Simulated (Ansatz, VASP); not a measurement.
**One calculation of Al, two programs**

File INCAR:

```
SYSTEM = Al
PREC = Accurate
ENCUT = 520
EDIFF = 1E-6
ISMEAR = 0
SIGMA = 0.15
LREAL = .FALSE.
LASPH = .TRUE.
NELM = 100
ALGO = Fast
ISIF = 2
LWAVE = .FALSE.
LCHARG = .FALSE.
GGA = PE
IVDW = 12
NBANDS = 14
```

File KPOINTS:

```
Automatic mesh
0
G
  18 18 4
  0 0 0
```

POSCAR

```
Al
1.0
    2.7018453743      0.0000000000      0.0000000000
   -1.3509226872      2.3398667312      0.0000000000
    0.0000000000      0.0000000000      9.2410470711
Al
4
Direct
   -0.0862699258      0.0000000000      0.0000000000
    0.3333333333      0.6666666667      0.2500000000
    0.0862699258      0.0000000000      0.5000000000
    0.6666666667      0.3333333333      0.7500000000
```

Input for Ansatz:

```yaml
crystal:
  lattice:
    - [2.7018453743, 0.0, 0.0]
    - [-1.3509226872, 2.3398667312, 0.0]
    - [0.0, 0.0, 9.2410470711]
  atoms:
    - { symbol: Al, position: [-0.0862699258, 0.0, 0.0] }
    - { symbol: Al, position: [0.3333333333, 0.6666666667, 0.25] }
    - { symbol: Al, position: [0.0862699258, 0.0, 0.5] }
    - { symbol: Al, position: [0.6666666667, 0.3333333333, 0.75] }
basis:
  ecutwfc: 420
kpoints:
  mp_grid: { grid: [18, 18, 4] }
hamiltonian:
  xc: pbe
  pseudopotentials: { kind: paw, azcp: { folder: soft_1 } }
  dispersion: d3bj
scf:
  occupations: { method: gaussian, width: 0.15 }
output:
  forces: true
  stress: true
  eigenvalues: true
```

Change from the starting cell: mode 4 frozen in at -0.243 Å, equal normal strain along x and y -0.0400.

Alike in both runs: task single point; functional PBE; dispersion D3(BJ); k mesh 18 × 18 × 4; occupations gaussian, width 0.15 eV; no spin polarisation.

|  | VASP | Ansatz |
| --- | --- | --- |
| version | VASP 6.6.1 | Ansatz 0.2.0 |
| potentials or method | VASP PAW PBE potentials, release 64 (Al), cutoff 520 eV | scalar-relativistic, plane waves, PAW |
| valence electrons in the cell | 12 | 12 |

VASP gave:

```
gap on the k mesh at the Fermi level (eV)                     : none
pressure (GPa)                                                : 9.3
traceless stress, the component that is largest in VASP (GPa) : -2.72
rms of the force components (eV/Å)                            : 0.101
```

Problem. Estimate Ansatz's values.

Solution. gap on the k mesh at the Fermi level (eV): none; pressure (GPa): 9.3; traceless stress, the component that is largest in VASP (GPa): -2.72; rms of the force components (eV/Å): 0.102.

Atom by atom the forces differ by 0.000 eV/Å (rms over components). A gap of «none» marks a metal or a gap that the smearing closes.
